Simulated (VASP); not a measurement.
# Na: single point with PBE+D3(BJ)

Na:

```
Na
1.0
    -2.04203    2.04203    2.04203
     2.04203   -2.04203    2.04203
     2.04203    2.04203   -2.04203
Na
1
Cartesian
  0.0000 0.0000 0.0000
```

| Quantity | Value |
| --- | --- |
| Program | VASP 6.6.1 |
| Task | single point |
| Functional | PBE |
| Dispersion | D3(BJ) |
| Potentials or basis | VASP PAW PBE potentials, release 64 (Na_pv) |
| Cutoff | 520 eV |
| k mesh | 9 × 9 × 9 |
| Occupations | fermi-dirac, width 0.05 eV |
| Spin | no spin polarisation |

- Pressure: -0.2 GPa
- Dispersion energy per atom: -0.167 eV

Levels at points of the mesh, in eV from the Fermi level:
```
           k point  band 1  band 2  band 3  band 4  band 5  band 6
(0.00, 0.00, 0.00)  -24.82  -24.82  -24.82   -3.45   12.31   12.31
```

It took 11 s on 1 thread of AMD EPYC 7R13 Processor (Zen 3), with other jobs on the host, peak memory 0.12 GiB.

Caveat: pairwise dispersion overbinds metals, which lowers pressure and volume.
